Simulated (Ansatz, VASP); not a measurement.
**Two plane-wave programs on Hf3NbO**

File INCAR:

```
  PREC = Accurate
  ENCUT = 600
  EDIFF = 1E-6
  ISMEAR = 0
  SIGMA = 0.1
  LREAL = F
  LASPH = T
  NELM = 60
  ALGO = Normal
  ISIF = 3
  LWAVE = F
  LCHARG = F
  GGA = PE
  IBRION = 2
  NSW = 100
  EDIFFG = -0.01
```

Contents of KPOINTS:

```
Automatic mesh
0
Gamma
  8 8 8
```

Contents of POSCAR:

```
Hf3NbO
1.0
    5.0234492589      0.0000000000      0.0000000000
    0.0000000000      5.0234492589      0.0000000000
    0.0000000000      0.0000000000      5.0234492589
Hf Nb O
3 1 1
Direct
    0.0000000000      0.5000000000      0.5000000000
    0.5000000000      0.0000000000      0.5000000000
    0.5000000000      0.5000000000      0.0000000000
    0.5000000000      0.5000000000      0.5000000000
    0.0000000000      0.0000000000      0.0000000000
```

Input for Ansatz:

```yaml
crystal:
  lattice:
    - [5.0234492589, 0.0, 0.0]
    - [0.0, 5.0234492589, 0.0]
    - [0.0, 0.0, 5.0234492589]
  atoms:
    - { symbol: Hf, position: [0.0, 0.5, 0.5] }
    - { symbol: Hf, position: [0.5, 0.0, 0.5] }
    - { symbol: Hf, position: [0.5, 0.5, 0.0] }
    - { symbol: Nb, position: [0.5, 0.5, 0.5] }
    - { symbol: O, position: [0.0, 0.0, 0.0] }
basis:
  ecutwfc: 420
kpoints:
  mp_grid: { grid: [8, 8, 8] }
hamiltonian:
  xc: pbe
scf:
  occupations: { method: gaussian, width: 0.1 }
output:
  forces: true
  stress: true
  eigenvalues: true
relax:
  adjacent_minimum: "off"
  f_tol: 0.01
  max_steps: 80
  cell: { stress_tol: 0.05 }
```

Change from the starting cell: species swapped into the ZnAgF3 type (Pm-3m, No. 221).

Alike in both runs: task relaxation of cell and atoms; functional PBE; k mesh 8 × 8 × 8; occupations gaussian, width 0.1 eV; no spin polarisation.

|  | VASP | Ansatz |
| --- | --- | --- |
| version | VASP 6.6.1 | Ansatz 0.2.0 |
| potentials or method | VASP PAW PBE potentials, release 64 (Hf_pv, Nb_sv, O), cutoff 600 eV | scalar-relativistic, plane waves, PAW |
| valence electrons in the cell | 49 | 97 |

```tsv
	VASP	Ansatz	Ansatz less VASP
gap on the k mesh at the Fermi level, each at its own relaxed structure (eV)	none	none	-
relaxed volume (Å³/atom)	25.35	25.60	+0.242
relaxed cell length with the largest relative difference (Å)	5.023	5.039	+0.0159
```

A gap of «none» marks a metal or a gap that the smearing closes. VASP's potentials hold 49 valence electrons a cell and Ansatz's 97, so a difference there can come from the potentials and not from the codes.

Neither program's run includes spin-orbit coupling. Noted on VASP's run: the relaxation stopped at its first step, so nothing moved.
